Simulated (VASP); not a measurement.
Write the native input for VASP 6.6.1 that does the following.

```yaml
Task: single point
Functional: PBEsol
Potentials_or_basis: VASP PAW PBE potentials, release 64 (Nb_sv, As)
Cutoff: 520 eV
k_mesh: 11 × 11 × 11
Occupations: fermi-dirac, width 0.05 eV
Spin: no spin polarisation
Dipole_correction: no
Further_INCAR_settings: ALGO = Normal; EDIFF = 1e-07; NBANDS = 26
```

The structure of NbAs lies in POSCAR:

```
NbAs
1.0
   -1.6966598774      1.6966598774      5.6587174890
    1.6966598774     -1.6966598774      5.6587174890
    1.6966598774      1.6966598774     -5.6587174890
Nb As
2 2
Direct
    0.4982829353     -0.0017170647      0.5000000000
    0.7482829353      0.7482829353      0.0000000000
    0.9177170647      0.4177170647      0.5000000000
    0.1677170647      0.1677170647      0.0000000000
```

One way to write it, as run:

INCAR

```
ALGO     = Normal         # electronic algorithm
EDIFF    = 1E-7           # SCF threshold, eV
ENCUT    = 520            # plane-wave cutoff, eV
GGA      = PS             # functional
ISIF     = 2              # what is computed and relaxed
ISMEAR   = -1             # smearing method
LASPH    = True           # aspherical terms in the spheres
LCHARG   = False          # write CHGCAR
LREAL    = False          # projectors in reciprocal space
LWAVE    = False          # write WAVECAR
NBANDS   = 26             # bands
NELM     = 80             # most SCF steps
PREC     = Accurate       # precision mode
SIGMA    = 0.05           # smearing width, eV
```

KPOINTS

```
k-points
0
Gamma
  11 11 11
```

Potentials or basis: VASP PAW PBE potentials, release 64 (Nb_sv, As).

The run is started by

```console
$ cat potpaw_PBE.64/Nb_sv/POTCAR potpaw_PBE.64/As/POTCAR > POTCAR
$ mpirun -np 1 vasp_std > vasp.out
```

It gave:

```yaml
Pressure: 10.2 GPa
Band_gap_on_the_k_mesh: zero (filled and empty bands touch)
```

Caveat: the cell stands under pressure; the PAW data sets were made with another functional, which shifts forces and pressure a little.

It took 6.3 min on 1 thread of Intel(R) Xeon(R) Platinum 8488C (Sapphire Rapids) (shared host), peak memory 0.45 GiB.
